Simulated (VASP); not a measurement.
Here is a VASP 6.6.1 calculation.

Contents of INCAR:

```
PREC = Accurate ; ENCUT = 520
EDIFF = 1E-6 ; ISMEAR = -1
SIGMA = 0.1 ; LREAL = F
LASPH = T ; NELM = 100
ALGO = Normal ; ISIF = 2
LWAVE = F ; LCHARG = T
GGA = PS ; LELF = T
LVHAR = T ; NBANDS = 13
```

Contents of KPOINTS:

```
regular mesh
0
Gamma
  24 24 24
```

Contents of POSCAR:

```
Mo
1.0
   -1.5525374108      1.5525374108      1.5525374108
    1.5525374108     -1.5525374108      1.5525374108
    1.5525374108      1.5525374108     -1.5525374108
Mo
1
Direct
    0.0000000000      0.0000000000      0.0000000000
```

Potentials or basis: VASP PAW PBE potentials, release 64 (Mo_sv).

Run with:

```console
$ cat potpaw_PBE.64/Mo_sv/POTCAR > POTCAR
$ mpirun -np 1 vasp_std > vasp.out
```

Question: Predict the pressure.

Answer: 7.6 GPa.

Question: What does it give for the band gap on the k mesh?

Answer: Zero (band 7 reaches 17.44 eV, above the bottom of band 8 at 11.72 eV).

Caveat: the PAW data sets were made with another functional, which shifts forces and pressure a little.
